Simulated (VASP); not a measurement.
# Cu (P6_3/mmc) in VASP: a series of runs, part 2 of 2

VASP 6.6.1. The steps go on from the part before.

### 4 Single point, LDA

This run uses another cell than the first one, of 11.46 Å³/atom, 0.962 times its volume.

INCAR reads:

```
SYSTEM = Cu
  PREC = Accurate
  ENCUT = 520
  EDIFF = 1E-7
  ISMEAR = -1
  SIGMA = 0.05
  LREAL = .False.
  LASPH = .True.
  NELM = 60
  ALGO = Normal
  ISIF = 2
  LWAVE = .False.
  LCHARG = .False.
  GGA = CA
  NBANDS = 30
```

KPOINTS reads:

```
regular mesh
0
Gamma
  12 12 4
  0 0 0
```

POSCAR reads:

```
Cu
1.0
    2.5307640267      0.0000000000      0.0000000000
   -1.2653820134      2.1917059381      0.0000000000
    0.0000000000      0.0000000000      8.2618150800
Cu
4
Direct
    0.6666666667      0.3333333333      0.7500000000
    0.0000000000      0.0000000000      0.5000000000
    0.3333333333      0.6666666667      0.2500000000
    0.0000000000      0.0000000000      0.0000000000
```

Potentials or basis: VASP PAW LDA potentials, release 64 (Cu).

The run is started by

```sh
cat potpaw_LDA.64/Cu/POTCAR > POTCAR
mpirun -np 1 vasp_std > vasp.out
```

OUTCAR:

```text
SYSTEM = Cu
   PREC = Accurate
   ENCUT = 520
   EDIFF = 1E-7
   ISMEAR = -1
   LREAL = .False.
   LASPH = .True.
   NELM = 60
   ISIF = 2
   GGA = CA

 ion  position               nearest neighbor table
   1  0.667  0.333  0.750-   2 2.53   4 2.53   2 2.53   4 2.53   2 2.53   4 2.53
   2  0.000  0.000  0.500-   1 2.53   3 2.53   1 2.53   3 2.53   1 2.53   3 2.53
   3  0.333  0.667  0.250-   2 2.53   4 2.53   2 2.53   4 2.53   2 2.53   4 2.53
   4  0.000  0.000  0.000-   1 2.53   3 2.53   1 2.53   3 2.53   1 2.53   3 2.53

  LATTYP: Found a hexagonal cell.
 ALAT       =     2.5307640267
 C/A-ratio  =     3.2645537051

  Lattice vectors:

 A1 = (   2.5307640267,   0.0000000000,   0.0000000000)
 A2 = (  -1.2653820134,   2.1917059381,   0.0000000000)
 A3 = (   0.0000000000,   0.0000000000,   8.2618150800)

Analysis of symmetry for initial positions (statically):
=====================================================================
 Subroutine PRICEL returns:
 Original cell was already a primitive cell.

 Routine SETGRP: Setting up the symmetry group for a
 hexagonal supercell.

 Subroutine GETGRP returns: Found 24 space group operations
 (whereof 12 operations were pure point group operations)
 out of a pool of 24 trial point group operations.

The static configuration has the point symmetry D_3d.
 The point group associated with its full space group is D_6h.

Analysis of symmetry for dynamics (positions and initial velocities):
=====================================================================
 Subroutine PRICEL returns:
 Original cell was already a primitive cell.

 Routine SETGRP: Setting up the symmetry group for a
 hexagonal supercell.

 Subroutine GETGRP returns: Found 24 space group operations
 (whereof 12 operations were pure point group operations)
 out of a pool of 24 trial point group operations.

The dynamic configuration has the point symmetry D_3d.
 The point group associated with its full space group is D_6h.

 Subroutine INISYM returns: Found 24 space group operations
 (whereof 12 operations are pure point group operations),
 and found     1 'primitive' translations

----------------------------------------------------------------------------------------

                                     Primitive cell

  volume of cell :      45.8257

  direct lattice vectors                    reciprocal lattice vectors
     2.530764027  0.000000000  0.000000000     0.395137591  0.228132794  0.000000000
    -1.265382013  2.191705938  0.000000000     0.000000000  0.456265589  0.000000000
     0.000000000  0.000000000  8.261815080     0.000000000  0.000000000  0.121038778

  length of vectors
     2.530764027  2.530764027  8.261815080     0.456265589  0.456265589  0.121038778

  position of ions in fractional coordinates (direct lattice)
     0.666666667  0.333333333  0.750000000
     0.000000000  0.000000000  0.500000000
     0.333333333  0.666666667  0.250000000
     0.000000000  0.000000000  0.000000000

  ion indices of the primitive-cell ions
   primitive index   ion index
                 1           1
                 2           2
                 3           3
                 4           4

----------------------------------------------------------------------------------------

 KPOINTS: regular mesh

Automatic generation of k-mesh.
 Grid dimensions read from file:
 generate k-points for:   12   12    4

 Generating k-lattice:

  Cartesian coordinates                     Fractional coordinates (reciprocal lattice)
     0.032928133  0.019011066  0.000000000     0.083333333  0.000000000  0.000000000
     0.000000000  0.038022132  0.000000000     0.000000000  0.083333333  0.000000000
     0.000000000  0.000000000  0.030259694     0.000000000  0.000000000  0.250000000

  Length of vectors
     0.038022132  0.038022132  0.030259694

  Shift w.r.t. Gamma in fractional coordinates (k-lattice)
     0.000000000  0.000000000  0.000000000

 Subroutine IBZKPT returns following result:
 ===========================================

 Found     57 irreducible k-points:

 Following reciprocal coordinates:
            Coordinates               Weight
  0.000000  0.000000  0.000000      1.000000
  0.083333 -0.000000  0.000000      6.000000
  0.166667 -0.000000  0.000000      6.000000
  0.250000 -0.000000  0.000000      6.000000
  0.333333  0.000000  0.000000      6.000000
  0.416667  0.000000  0.000000      6.000000
[... 16 lines left out ...]
  0.250000 -0.000000  0.250000     12.000000
  0.333333  0.000000  0.250000     12.000000
 [... further k-points ...]
   k-points           NKPTS =     57   k-points in BZ     NKDIM =     57   number of bands    NBANDS=     30
   number of dos      NEDOS =    301   number of ions     NIONS =      4
   total plane-waves  NPLWV =  25600
   dimension x,y,z NGX =    20 NGY =   20 NGZ =   64
   dimension x,y,z NGXF=    40 NGYF=   40 NGZF=  128
   ions per type =               4
   NGX,Y,Z   is equivalent  to a cutoff of  13.14, 13.14, 12.88 a.u.
   NGXF,Y,Z  is equivalent  to a cutoff of  26.28, 26.28, 25.76 a.u.
 SYSTEM =  Cu
   PREC   = accura    normal or accurate (medium, high low for compatibility)
   ISTART =      0    job   : 0-new  1-cont  2-samecut
   ICHARG =      2    charge: 1-file 2-atom 10-const
   ISPIN  =      1    spin polarized calculation?
   LNONCOLLINEAR =      F non collinear calculations
   LSORBIT =      F    spin-orbit coupling
   LASPH  =      T    aspherical Exc in radial PAW
   ENCUT  =  520.0 eV  38.22 Ry    6.18 a.u.   4.71  4.71 15.36*2*pi/ulx,y,z
   NELM   =     60;   NELMIN=  2; NELMDL= -5     # of ELM steps
   EDIFF  = 0.1E-06   stopping-criterion for ELM
   LREAL  =      F    real-space projection
   EDIFFG = 0.1E-05   stopping-criterion for IOM
   NSW    =      0    number of steps for IOM
   IBRION =     -1    ionic relax: 0-MD 1-quasi-New 2-CG
   NFREE  =      0    steps in history (QN), initial steepest desc. (CG)
   ISIF   =      2    stress and relaxation
   ISYM   =      2    0-nonsym 1-usesym 2-fastsym
   POTIM  = 0.5000    time-step for ionic-motion
   TEBEG  =    0.0;   TEEND  =   0.0 temperature during run
   PSTRESS=    0.0 pullay stress
   NELECT =      44.0000    total number of electrons
   NUPDOWN=      -1.0000    fix difference up-down
   EMIN   =  10.00;   EMAX   =-10.00  energy-range for DOS
   EFERMI =   0.00;   METHOD = LEGACY
   ISMEAR =    -1;   SIGMA  =   0.05  broadening in eV -4-tet -1-fermi 0-gaus
   EFERMI_NEDOS =   21; number of points for ismear=-14 and -15
   IALGO  =     38    algorithm
   IMIX   =      4    mixing-type and parameters
     AMIX     =   0.40;   BMIX     =  1.00
     AMIX_MAG =   1.60;   BMIX_MAG =  1.00
  volume/ion in A,a.u.               =      11.46        77.31
  Fermi-wavevector in a.u.,A,eV,Ry     =   1.615062  3.052025 35.489789  2.608426
  Thomas-Fermi vector in A             =   2.709870
   LORBIT       =      0    0 simple, 1 ext, 2 COOP (PROOUT), +10 PAW based schemes
   GGA     = CA    functional components
   LHFCALC =     F    Hartree Fock is set to
   AEXX    =    0.0000 exact exchange contribution
   IVDW    =     0    specifies the selected vdW correction
   LEPSILON=     F    determine dielectric tensor
   LRPA    =     F    only Hartree local field effects (RPA)
 non-spin polarized calculation
  energy-cutoff  :      520.00
  volume of cell :       45.83
 maximum number of plane-waves:      1250
 NGX is ok and might be reduce to    20
   NGX =  9   NGY =  9   NGZ = 31

 number of electron      43.9999989 magnetization

 Free energy of the ion-electron system (eV)
  ---------------------------------------------------
  ext. energy  EPLUGINS =         0.00000000
  ---------------------------------------------------
  free energy    TOTEN  =       -18.75724893 eV

  energy without entropy =      -18.74437459  energy(sigma->0) =      -18.75081176

 E-fermi :   7.6305     XC(G=0): -13.2809

 val. band max:        7.6018105139   @ k =   0.4167   0.0833   0.5000
 cond. band min:       7.7566174738   @ k =   0.5000  -0.0000   0.5000
 fundamental gap:      0.1548069599
 Fermi energy:         7.6304559915

 k-point     1 :       0.0000    0.0000    0.0000
  band No.  band energies     occupation
      1      -1.8567      2.00000
      2       0.2977      2.00000
      3       0.3127      2.00000
      4       2.4325      2.00000
      5       4.3029      2.00000
      6       4.3052      2.00000
[... 781 lines left out ...]
     29      20.4465      0.00000
     30      21.2357      0.00000

 [... further k-points ...]
[... 5 lines left out ...]
  --------------------------------------------------------------------------------------
  -------------------------------------------------------------------------------------
  Total       -2.0767576     -2.0767576     -2.2314650      0.0000000      0.0000000      0.0000000
  in kB      -72.6084181    -72.6084181    -78.0173619      0.0000000      0.0000000      0.0000000
  external PRESSURE =     -74.4113994 kB  Pullay stress =       0.0000000 kB

 VOLUME and BASIS-vectors are now :
 -----------------------------------------------------------------------------
  energy-cutoff  :      520.00
  volume of cell :       45.83
      direct lattice vectors                 reciprocal lattice vectors
     2.530764027  0.000000000  0.000000000     0.395137591  0.228132794  0.000000000
    -1.265382013  2.191705938  0.000000000     0.000000000  0.456265589  0.000000000
     0.000000000  0.000000000  8.261815080     0.000000000  0.000000000  0.121038778

 POSITION                                       TOTAL-FORCE (eV/Angst)
 -----------------------------------------------------------------------------------
      1.26538      0.73057      6.19636         0.000000     -0.000000      0.000000
      0.00000      0.00000      4.13091        -0.000000      0.000000     -0.000000
     -0.00000      1.46114      2.06545         0.000000      0.000000      0.000000
      0.00000      0.00000      0.00000        -0.000000      0.000000     -0.000000
 -----------------------------------------------------------------------------------
    total drift:                                0.000000     -0.000000      0.000000

  FREE ENERGIE OF THE ION-ELECTRON SYSTEM (eV)
  ---------------------------------------------------
  free  energy   TOTEN  =       -18.7572489295 eV

  energy  without entropy=      -18.7443745906  energy(sigma->0) =      -18.75081176
```

OSZICAR:

```text
N       E                     dE             d eps       ncg     rms          rms(c)
DAV:   1     0.333933389080E+03    0.33393E+03   -0.19696E+04  3602   0.270E+03
DAV:   2     0.102410987103E+02   -0.32369E+03   -0.31186E+03  3420   0.396E+02
DAV:   3    -0.218795456359E+02   -0.32121E+02   -0.30045E+02  3730   0.171E+02
DAV:   4    -0.227565996740E+02   -0.87705E+00   -0.87523E+00  3984   0.387E+01
DAV:   5    -0.227690800249E+02   -0.12480E-01   -0.12480E-01  4442   0.455E+00    0.160E+01
DAV:   6    -0.202949780898E+02    0.24741E+01   -0.32260E+01  3834   0.124E+02    0.801E+00
DAV:   7    -0.188078791415E+02    0.14871E+01   -0.63281E+00  3932   0.531E+01    0.885E-01
DAV:   8    -0.187698413679E+02    0.38038E-01   -0.12224E-01  4634   0.598E+00    0.823E-01
DAV:   9    -0.187633684418E+02    0.64729E-02   -0.14211E-02  4034   0.400E+00    0.571E-01
DAV:  10    -0.187572496924E+02    0.61187E-02   -0.10079E-02  4062   0.211E+00    0.617E-02
DAV:  11    -0.187572640473E+02   -0.14355E-04   -0.93366E-04  4646   0.349E-01    0.233E-02
DAV:  12    -0.187572493965E+02    0.14651E-04   -0.16895E-05  5526   0.741E-02    0.545E-03
DAV:  13    -0.187572494877E+02   -0.91140E-07   -0.48970E-06  4978   0.530E-02    0.601E-03
DAV:  14    -0.187572489403E+02    0.54742E-06   -0.14617E-06  3916   0.259E-02    0.996E-04
DAV:  15    -0.187572489295E+02    0.10778E-07   -0.79830E-08  2318   0.481E-03
   1 F= -.18757249E+02 E0= -.18750812E+02  d E =-.128743E-01
```

stdout:

```text
POSCAR found type information on POSCAR Cu
 POSCAR found :  1 types and       4 ions
 scaLAPACK will be used
 LDA part: xc-table for (Slater(with rela. corr.)+CA(PZ))
 , standard interpolation
 POSCAR, INCAR and KPOINTS ok, starting setup
 FFT: planning ... GRIDC
 FFT: planning ... GRID_SOFT
 FFT: planning ... GRID
 WAVECAR not read
 entering main loop
```

It took 72 s on 1 thread of Intel Xeon 6975P-C, shared host; peak memory 0.18 GiB.

What came out:

* Free energy: -18.7572 eV
* Pressure: -7.4 GPa
* Band gap on the k mesh: zero (band 22 reaches 11.15 eV, above the bottom of band 23 at 5.87 eV)

Stress tensor (GPa, compression positive):
```
-7.26  0.00  0.00
 0.00 -7.26  0.00
 0.00  0.00 -7.80
```

### 5 Overview

| level | potentials or basis | cell | gap on the mesh (eV) | pressure (GPa) |
| --- | --- | --- | --- | --- |
| PBE | VASP PAW PBE potentials, release 64 (Cu) | a = 2.564, b = 2.564, c = 8.371 Å, angles 90.0, 90.0, 120.0°, 4 atoms | none | 1.1 |
| PBE | VASP PAW PBE potentials, release 64 (Cu) | a = 2.580, b = 2.580, c = 8.424 Å, angles 90.0, 90.0, 120.0°, 4 atoms | none | -1.4 |
| LDA | VASP PAW LDA potentials, release 64 (Cu) | a = 2.531, b = 2.531, c = 8.262 Å, angles 90.0, 90.0, 120.0°, 4 atoms | none | -7.4 |

Alike in all rows: task single point; no spin polarisation; k mesh 12 × 12 × 4; cutoff (eV) 520; smearing fermi-dirac 0.05 eV.

Total energies depend on the potentials used, so only differences within one code and one set of settings carry meaning.
